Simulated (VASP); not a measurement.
Cl:

```xyz
4
Lattice="3.1450 -2.2500 0.0000 3.1450 2.2500 0.0000 0.0000 0.0000 8.2100" Properties=species:S:1:pos:R:3 pbc="T T T"
Cl    3.1450    0.5850    3.2840
Cl    3.1450    1.6650    7.3890
Cl    3.1450   -0.5850    4.9260
Cl    3.1450   -1.6650    0.8210
```

Program: VASP 6.6.1. Alike in all runs: task single point; potentials or basis VASP PAW PBE potentials, release 64 (Cl); no spin polarisation; cell as given; k mesh 4 × 4 × 2; cutoff (eV) 520; smearing fermi-dirac 0.05 eV.

Task: Order these runs on this cell by their band gap on the k mesh, lowest first.
A. level PBE-based screened hybrid with 15 % exact exchange; share of exact exchange 0.15; screening parameter 0.20787 1/Å
B. level r2SCANh; share of exact exchange 0.1
C. level PBE-based screened hybrid with 10 % exact exchange; share of exact exchange 0.1; screening parameter 0.20787 1/Å

Result: C (3.17 eV), A (3.49 eV), B (3.78 eV).

Caveats: all runs use coarse meshes.

A k mesh can miss the band edges.
